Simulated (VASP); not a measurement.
Set up this calculation in VASP 6.6.1, as the native input.

```yaml
Task: single point
Functional: PBEsol
Potentials_or_basis: VASP PAW PBE potentials, release 64 (W_sv)
Cutoff: 500 eV
k_mesh: 19 × 19 × 19
Occupations: fermi-dirac, width 0.05 eV
Spin: no spin polarisation
Dipole_correction: no
Further_INCAR_settings: ALGO = Normal; EDIFF = 1e-06; NBANDS = 13
```

The structure of W lies in POSCAR:

```
W
1.0
   -1.3588201939      1.3588201939      1.3588201939
    1.3588201939     -1.3588201939      1.3588201939
    1.3588201939      1.3588201939     -1.3588201939
W
1
Direct
    0.0000000000      0.0000000000      0.0000000000
```

This cell differs from its parent crystal: volume scaled by 0.64.

One way to write it, as run:

INCAR

```
ALGO = Normal
EDIFF = 1E-6
ENCUT = 500
GGA = PS
GGA_COMPAT = F
ISIF = 2
ISMEAR = -1
LASPH = T
LCHARG = F
LREAL = F
LWAVE = F
NBANDS = 13
NELM = 120
PREC = Accurate
SIGMA = 0.05
```

KPOINTS

```
k-points
0
Gamma
  19 19 19
```

Potentials or basis: VASP PAW PBE potentials, release 64 (W_sv).

Command:

```console
$ cat potpaw_PBE.64/W_sv/POTCAR > POTCAR
$ mpirun -np 1 vasp_std > vasp.out
```

It gave:

* Pressure: 364.6 GPa
* Band gap on the k mesh: zero (band 7 reaches 27.81 eV, above the bottom of band 8 at 16.72 eV)

Caveat: the PAW data sets were made with another functional, which shifts forces and pressure a little; spin-orbit coupling is left out, which moves the levels of the heavy elements.

It took 9.4 s on 1 thread of Intel(R) Xeon(R) 6975P-C (Granite Rapids), with other jobs on the host, peak memory 0.14 GiB.
